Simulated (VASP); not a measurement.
# W (P6_3/mmc) in VASP: a series of runs

W is run at these levels: r2SCAN; tasks: single point.

Program: VASP 6.6.1. These are calculated values, not measurements. Logs are shortened: lines on timing, memory, paths and dates and some standing lists are left out, and cuts for length are marked.

### 1 The cell of the first run

The structure is hexagonal, space group P6_3/mmc (No. 194). The conventional cell has a = 2.750 Å, b = 2.750 Å, c = 4.943 Å, α = 90.00°, β = 90.00°, γ = 120.00°. Within 3.6 Å of W (site symmetry -6m2) lie 12 W at 2.75 to 2.94 Å.

### 2 Single point, r2SCAN

Contents of POSCAR:

```
W
1.0
    2.7499241168      0.0000000000      0.0000000000
   -1.3749620584      2.3815041436      0.0000000000
    0.0000000000      0.0000000000      4.9426796920
W
2
Direct
    0.3333333333      0.6666666667      0.7500000000
    0.6666666667      0.3333333333      0.2500000000
```

Contents of INCAR.step1:

```
SYSTEM = W
PREC = Accurate
ENCUT = 520
ISMEAR = 0
SIGMA = 0.05
LREAL = .False.
LASPH = .True.
NELM = 100
NBANDS = 21
GGA = PE
ALGO = Normal
EDIFF = 1E-4
LWAVE = .True.
LCHARG = .False.
```

Contents of INCAR.step2:

```
SYSTEM = W
PREC = Accurate
ENCUT = 520
EDIFF = 1E-7
ISMEAR = 0
SIGMA = 0.05
LREAL = .False.
LASPH = .True.
NELM = 100
ALGO = Normal
ISIF = 2
LWAVE = .False.
LCHARG = .False.
METAGGA = R2SCAN
LMIXTAU = .True.
NBANDS = 21
ISTART = 1
```

Contents of KPOINTS:

```
regular mesh
0
Gamma
  18 18 8
  0 0 0
```

Potentials or basis: VASP PAW PBE potentials, release 64 (W_sv).

Command:

```console
> cat potpaw_PBE.64/W_sv/POTCAR > POTCAR
> cp INCAR.step1 INCAR
> mpirun -np 1 vasp_std > vasp.out
> cp INCAR.step2 INCAR
> mpirun -np 1 vasp_std > vasp.out
```

OUTCAR:

```text
SYSTEM = W
   PREC = Accurate
   ENCUT = 520
   EDIFF = 1E-7
   ISMEAR = 0
   LREAL = .False.
   LASPH = .True.
   NELM = 100
   ISIF = 2
   METAGGA = R2SCAN
   ISTART = 1

 ion  position               nearest neighbor table
   1  0.333  0.667  0.750-   2 2.94   2 2.94   2 2.94   2 2.94   2 2.94   2 2.94
   2  0.667  0.333  0.250-   1 2.94   1 2.94   1 2.94   1 2.94   1 2.94   1 2.94

  LATTYP: Found a hexagonal cell.
 ALAT       =     2.7499241168
 C/A-ratio  =     1.7973876667

  Lattice vectors:

 A1 = (   2.7499241168,   0.0000000000,   0.0000000000)
 A2 = (  -1.3749620584,   2.3815041436,   0.0000000000)
 A3 = (   0.0000000000,   0.0000000000,   4.9426796920)

Analysis of symmetry for initial positions (statically):
=====================================================================
 Subroutine PRICEL returns:
 Original cell was already a primitive cell.

 Routine SETGRP: Setting up the symmetry group for a
 hexagonal supercell.

 Subroutine GETGRP returns: Found 24 space group operations
 (whereof 12 operations were pure point group operations)
 out of a pool of 24 trial point group operations.

The static configuration has the point symmetry D_3d.
 The point group associated with its full space group is D_6h.

Analysis of symmetry for dynamics (positions and initial velocities):
=====================================================================
 Subroutine PRICEL returns:
 Original cell was already a primitive cell.

 Routine SETGRP: Setting up the symmetry group for a
 hexagonal supercell.

 Subroutine GETGRP returns: Found 24 space group operations
 (whereof 12 operations were pure point group operations)
 out of a pool of 24 trial point group operations.

The dynamic configuration has the point symmetry D_3d.
 The point group associated with its full space group is D_6h.

 Subroutine INISYM returns: Found 24 space group operations
 (whereof 12 operations are pure point group operations),
 and found     1 'primitive' translations

----------------------------------------------------------------------------------------

                                     Primitive cell

  volume of cell :      32.3694

  direct lattice vectors                    reciprocal lattice vectors
     2.749924117  0.000000000  0.000000000     0.363646398  0.209951346  0.000000000
    -1.374962058  2.381504144  0.000000000     0.000000000  0.419902692  0.000000000
     0.000000000  0.000000000  4.942679692     0.000000000  0.000000000  0.202319402

  length of vectors
     2.749924117  2.749924117  4.942679692     0.419902692  0.419902692  0.202319402

  position of ions in fractional coordinates (direct lattice)
     0.333333333  0.666666667  0.750000000
     0.666666667  0.333333333  0.250000000

  ion indices of the primitive-cell ions
   primitive index   ion index
                 1           1
                 2           2

----------------------------------------------------------------------------------------

 KPOINTS: regular mesh

Automatic generation of k-mesh.
 Grid dimensions read from file:
 generate k-points for:   18   18    8

 Generating k-lattice:

  Cartesian coordinates                     Fractional coordinates (reciprocal lattice)
     0.020202578  0.011663964  0.000000000     0.055555556  0.000000000  0.000000000
     0.000000000  0.023327927  0.000000000     0.000000000  0.055555556  0.000000000
     0.000000000  0.000000000  0.025289925     0.000000000  0.000000000  0.125000000

  Length of vectors
     0.023327927  0.023327927  0.025289925

  Shift w.r.t. Gamma in fractional coordinates (k-lattice)
     0.000000000  0.000000000  0.000000000

 Subroutine IBZKPT returns following result:
 ===========================================

 Found    185 irreducible k-points:

 Following reciprocal coordinates:
            Coordinates               Weight
  0.000000  0.000000  0.000000      1.000000
  0.055556 -0.000000  0.000000      6.000000
  0.111111 -0.000000  0.000000      6.000000
  0.166667 -0.000000  0.000000      6.000000
  0.222222 -0.000000  0.000000      6.000000
  0.277778  0.000000  0.000000      6.000000
[... 16 lines left out ...]
  0.333333  0.111111  0.000000     12.000000
  0.388889  0.111111  0.000000     12.000000
 [... further k-points ...]
   k-points           NKPTS =    185   k-points in BZ     NKDIM =    185   number of bands    NBANDS=     21
   number of dos      NEDOS =    301   number of ions     NIONS =      2
   total plane-waves  NPLWV =  16000
   dimension x,y,z NGX =    20 NGY =   20 NGZ =   40
   dimension x,y,z NGXF=    40 NGYF=   40 NGZF=   80
   ions per type =               2
   NGX,Y,Z   is equivalent  to a cutoff of  12.09, 12.09, 13.45 a.u.
   NGXF,Y,Z  is equivalent  to a cutoff of  24.18, 24.18, 26.91 a.u.
 SYSTEM =  W
   PREC   = accura    normal or accurate (medium, high low for compatibility)
   ISTART =      1    job   : 0-new  1-cont  2-samecut
   ICHARG =      0    charge: 1-file 2-atom 10-const
   ISPIN  =      1    spin polarized calculation?
   LNONCOLLINEAR =      F non collinear calculations
   LSORBIT =      F    spin-orbit coupling
   LASPH  =      T    aspherical Exc in radial PAW
   ENCUT  =  520.0 eV  38.22 Ry    6.18 a.u.   5.11  5.11  9.19*2*pi/ulx,y,z
   NELM   =    100;   NELMIN=  2; NELMDL=  0     # of ELM steps
   EDIFF  = 0.1E-06   stopping-criterion for ELM
   LREAL  =      F    real-space projection
   EDIFFG = 0.1E-05   stopping-criterion for IOM
   NSW    =      0    number of steps for IOM
   IBRION =     -1    ionic relax: 0-MD 1-quasi-New 2-CG
   NFREE  =      0    steps in history (QN), initial steepest desc. (CG)
   ISIF   =      2    stress and relaxation
   ISYM   =      2    0-nonsym 1-usesym 2-fastsym
   POTIM  = 0.5000    time-step for ionic-motion
   TEBEG  =    0.0;   TEEND  =   0.0 temperature during run
   PSTRESS=    0.0 pullay stress
   NELECT =      28.0000    total number of electrons
   NUPDOWN=      -1.0000    fix difference up-down
   EMIN   =  10.00;   EMAX   =-10.00  energy-range for DOS
   EFERMI =   0.00;   METHOD = LEGACY
   ISMEAR =     0;   SIGMA  =   0.05  broadening in eV -4-tet -1-fermi 0-gaus
   EFERMI_NEDOS =   21; number of points for ismear=-14 and -15
   IALGO  =     38    algorithm
   IMIX   =      4    mixing-type and parameters
     AMIX     =   0.40;   BMIX     =  1.00
     AMIX_MAG =   1.60;   BMIX_MAG =  1.00
  volume/ion in A,a.u.               =      16.18       109.22
  Fermi-wavevector in a.u.,A,eV,Ry     =   1.559849  2.947688 33.104745  2.433130
  Thomas-Fermi vector in A             =   2.663148
   LORBIT       =      0    0 simple, 1 ext, 2 COOP (PROOUT), +10 PAW based schemes
   METAGGA = R2SCAN    functional components
   LHFCALC =     F    Hartree Fock is set to
   AEXX    =    0.0000 exact exchange contribution
   IVDW    =     0    specifies the selected vdW correction
   LEPSILON=     F    determine dielectric tensor
   LRPA    =     F    only Hartree local field effects (RPA)
 non-spin polarized calculation
 Gauss-broadening in eV      SIGMA  =   0.05
  energy-cutoff  :      520.00
  volume of cell :       32.37
 maximum number of plane-waves:       894
   NGX = 11   NGY = 11   NGZ = 19

 number of electron      28.0000007 magnetization

 Free energy of the ion-electron system (eV)
  ---------------------------------------------------
  ext. energy  EPLUGINS =         0.00000000
  ---------------------------------------------------
  free energy    TOTEN  =      -101.56192484 eV

  energy without entropy =     -101.56013985  energy(sigma->0) =     -101.56103234

 E-fermi :  10.6265     XC(G=0): -14.8038

 val. band max:       10.6190839310   @ k =   0.0556   0.0556   0.5000
 cond. band min:      10.6328171419   @ k =   0.3889   0.2222   0.0000
 fundamental gap:      0.0137332109
 Fermi energy:        10.6265470742

 k-point     1 :       0.0000    0.0000    0.0000
  band No.  band energies     occupation
      1     -65.0638      2.00000
      2     -64.9811      2.00000
      3     -29.1812      2.00000
      4     -28.1817      2.00000
      5     -27.9467      2.00000
      6     -27.9467      2.00000
[... 13 lines left out ...]
     20      15.3048      0.00000
     21      19.9941      0.00000

 k-point     2 :       0.0556   -0.0000    0.0000
  band No.  band energies     occupation
      1     -65.0594      2.00000
      2     -64.9778      2.00000
      3     -29.1688      2.00000
      4     -28.1827      2.00000
      5     -27.9885      2.00000
      6     -27.9579      2.00000
[... 13 lines left out ...]
     20      15.6434      0.00000
     21      19.9742      0.00000

 k-point     3 :       0.1111   -0.0000    0.0000
  band No.  band energies     occupation
      1     -65.0468      2.00000
      2     -64.9686      2.00000
      3     -29.1325      2.00000
      4     -28.1861      2.00000
      5     -28.1084      2.00000
      6     -28.0136      2.00000
[... 13 lines left out ...]
     20      16.4458      0.00000
     21      19.8913      0.00000

 k-point     4 :       0.1667   -0.0000    0.0000
  band No.  band energies     occupation
      1     -65.0273      2.00000
      2     -64.9544      2.00000
      3     -29.0748      2.00000
      4     -28.2903      2.00000
      5     -28.1948      2.00000
      6     -28.1931      2.00000
[... 13 lines left out ...]
     20      17.4520      0.00000
     21      19.7118      0.00000

 k-point     5 :       0.2222   -0.0000    0.0000
  band No.  band energies     occupation
      1     -65.0031      2.00000
      2     -64.9373      2.00000
      3     -29.0001      2.00000
      4     -28.5103      2.00000
      5     -28.4100      2.00000
      6     -28.2054      2.00000
[... 13 lines left out ...]
     20      18.5204      0.00000
     21      19.4445      0.00000
[... 382 lines left out ...]
     20      19.2340      0.00000
     21      20.2225      0.00000

 k-point    22 :       0.2778    0.1111    0.0000
  band No.  band energies     occupation
      1     -64.9443      2.00000
      2     -64.8995      2.00000
      3     -28.9372      2.00000
      4     -28.8412      2.00000
      5     -28.7988      2.00000
      6     -28.2780      2.00000
[... 13 lines left out ...]
     20      19.3501      0.00000
     21      21.2166      0.00000

 k-point    23 :       0.3333    0.1111    0.0000
  band No.  band energies     occupation
      1     -64.9235      2.00000
      2     -64.8883      2.00000
      3     -29.0898      2.00000
      4     -28.9728      2.00000
      5     -28.7157      2.00000
      6     -28.3378      2.00000
[... 13 lines left out ...]
     20      19.9209      0.00000
     21      22.0411      0.00000

 k-point    24 :       0.3889    0.1111    0.0000
  band No.  band energies     occupation
      1     -64.9090      2.00000
      2     -64.8819      2.00000
      3     -29.1881      2.00000
      4     -29.0579      2.00000
      5     -28.6501      2.00000
      6     -28.3764      2.00000
[... 13 lines left out ...]
     20      20.1935      0.00000
     21      21.3994      0.00000

 [... further k-points ...]
[... 5 lines left out ...]
  --------------------------------------------------------------------------------------
  -------------------------------------------------------------------------------------
  Total        0.7188356      0.7188356      0.7154001      0.0000000      0.0000000      0.0000000
  in kB       35.5799747     35.5799747     35.4099290      0.0000000      0.0000000      0.0000000
  external PRESSURE =      35.5232928 kB  Pullay stress =       0.0000000 kB

 VOLUME and BASIS-vectors are now :
 -----------------------------------------------------------------------------
  energy-cutoff  :      520.00
  volume of cell :       32.37
      direct lattice vectors                 reciprocal lattice vectors
     2.749924117  0.000000000  0.000000000     0.363646398  0.209951346  0.000000000
    -1.374962058  2.381504144  0.000000000     0.000000000  0.419902692  0.000000000
     0.000000000  0.000000000  4.942679692     0.000000000  0.000000000  0.202319402

 POSITION                                       TOTAL-FORCE (eV/Angst)
 -----------------------------------------------------------------------------------
     -0.00000      1.58767      3.70701         0.000000      0.000000      0.000000
      1.37496      0.79383      1.23567        -0.000000     -0.000000      0.000000
 -----------------------------------------------------------------------------------
    total drift:                               -0.000000      0.000000     -0.000000

  FREE ENERGIE OF THE ION-ELECTRON SYSTEM (eV)
  ---------------------------------------------------
  free  energy   TOTEN  =      -101.5619248422 eV

  energy  without entropy=     -101.5601398453  energy(sigma->0) =     -101.56103234
```

It took 3.5 min on 1 thread of Intel Xeon Platinum 8559C (Emerald Rapids), shared host; peak memory 0.23 GiB.

What came out:

| Property | Result |
| --- | --- |
| Free energy | -101.5619 eV |
| Pressure | 3.6 GPa |
| Band gap on the k mesh | zero (band 14 reaches 11.98 eV, above the bottom of band 15 at 10.16 eV) |

Caveat: the PAW data sets were made with another functional, which shifts forces and pressure a little; spin-orbit coupling is left out, which moves the levels of the heavy elements.

### 3 Single point, r2SCAN

This run uses another cell than the first one, of 16.32 Å³/atom, 1.008 times its volume.

Contents of POSCAR:

```
W
1.0
    2.7561680300      0.0000000000      0.0000000000
   -1.3780840150      2.3869115311      0.0000000000
    0.0000000000      0.0000000000      4.9604419316
W
2
Direct
    0.3333333333      0.6666666667      0.7500000000
    0.6666666667      0.3333333333      0.2500000000
```

Contents of INCAR.step1:

```
  PREC = Accurate
  ENCUT = 520
  ISMEAR = 0
  SIGMA = 0.05
  LREAL = False
  LASPH = True
  NELM = 100
  NBANDS = 21
  GGA = PE
  ALGO = Normal
  EDIFF = 1E-4
  LWAVE = True
  LCHARG = False
```

Contents of INCAR.step2:

```
  PREC = Accurate
  ENCUT = 520
  EDIFF = 1E-6
  ISMEAR = 0
  SIGMA = 0.05
  LREAL = False
  LASPH = True
  NELM = 100
  ALGO = Normal
  ISIF = 2
  LWAVE = False
  LCHARG = False
  METAGGA = R2SCAN
  LMIXTAU = True
  NBANDS = 21
  ISTART = 1
```

Contents of KPOINTS:

```
regular mesh
0
Gamma
  18 18 8
```

Potentials or basis: VASP PAW PBE potentials, release 64 (W_sv).

Command:

```console
> cat potpaw_PBE.64/W_sv/POTCAR > POTCAR
> cp INCAR.step1 INCAR
> mpirun -np 1 vasp_std > vasp.out
> cp INCAR.step2 INCAR
> mpirun -np 1 vasp_std > vasp.out
```

It took 4.4 min on 1 thread of Intel Xeon Platinum 8559C (Emerald Rapids), shared host; peak memory 0.23 GiB.

Results (log left out):

| Quantity | Value |
| --- | --- |
| Free energy | -101.5659 eV |
| Pressure | 1.1 GPa |
| Band gap on the k mesh | zero (band 14 reaches 11.85 eV, above the bottom of band 15 at 10.04 eV) |

Stress tensor (GPa, compression positive):
```
1.13 0.00 0.00
0.00 1.13 0.00
0.00 0.00 1.05
```

Levels at points of the mesh, in eV from the Fermi level:
```csv
k point,band 12,band 13,band 14,band 15,band 16,band 17
"(0.00, 0.00, 0.00)",-0.60,-0.41,-0.41,0.16,0.16,2.34
"(0.50, 0.00, 0.00)",-1.38,-1.02,-0.50,0.05,4.96,6.04
"(0.00, 0.00, 0.50)",-2.41,-0.35,-0.35,-0.35,-0.35,3.83
"(0.50, 0.00, 0.50)",-3.69,1.22,1.22,1.93,1.93,5.18
```

Caveat: the PAW data sets were made with another functional, which shifts forces and pressure a little; spin-orbit coupling is left out, which moves the levels of the heavy elements.
